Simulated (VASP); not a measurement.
The system is Tc.

```xyz
1
Lattice="0.0000 1.9500 1.9500 1.9500 0.0000 1.9500 1.9500 1.9500 0.0000" Properties=species:S:1:pos:R:3 pbc="T T T"
Tc    0.0000    0.0000    0.0000
```

| Item | Value |
| --- | --- |
| Program | VASP 6.6.1 |
| Task | relaxation of cell and atoms |
| Functional | LDA |
| Potentials or basis | VASP PAW LDA potentials, release 64 (Tc_pv) |
| Cutoff | 600 eV |
| k mesh | 9 × 9 × 9 |
| Occupations | fermi-dirac, width 0.05 eV |
| Spin | no spin polarisation |

At the start: pressure -20.0 GPa; volume 14.83 Å³/atom.

Task: Where does the relaxation end?

Result: Over 5 steps the energy falls by 65.4 meV/atom and the volume is 13.84 Å³/atom (-6.6 %); space group Fm-3m (No. 225, to 0.05 Å).

Step by step:
```csv
step,energy change (eV),largest force (eV/Å),pressure (GPa),volume (Å³)
1,0.0000,0.0000,-19.99,14.83
2,0.7103,0.0000,113.78,11.20
3,-0.0649,0.0000,-1.91,13.93
4,-0.0654,0.0000,-0.54,13.87
5,-0.0654,0.0000,0.05,13.84
```

Final structure:
```
Tc
1.0
     0.00000    1.90579    1.90579
     1.90579    0.00000    1.90579
     1.90579    1.90579    0.00000
Tc
1
Direct
  0.00000 0.00000 0.00000
```
